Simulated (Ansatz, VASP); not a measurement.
One calculation of Ge, two programs

```
CELL_PARAMETERS angstrom
0.00000 2.94192 2.82877
2.94192 0.00000 2.82877
2.94192 2.94192 0.00000
ATOMIC_POSITIONS crystal
Ge 0.50000 0.50000 0.50000
Ge 0.75000 0.75000 0.75000
```

Change from the starting cell: strain +0.040 along x and y, +0.000 along z, atoms carried along.

Alike in both runs: task single point; functional PBE; k mesh 14 × 14 × 14; occupations gaussian, width 0.15 eV; no spin polarisation.

```csv
,VASP,Ansatz
version,VASP 6.6.1,Ansatz 0.2.0
potentials or method,"VASP PAW PBE potentials, release 64 (Ge_d), cutoff 500 eV","scalar-relativistic, plane waves, PAW"
valence electrons in the cell,28,28
```

```csv
,VASP,Ansatz,Ansatz less VASP
gap on the k mesh at the Fermi level (eV),none,none,-
pressure (GPa),-1.5,-1.3,+0.16
"traceless stress, the component that is largest in VASP (GPa)",1.58,1.58,-0.003
```

A gap of «none» marks a metal or a gap that the smearing closes. With one functional, cell and mesh, what is left measures potentials, basis and numerics.
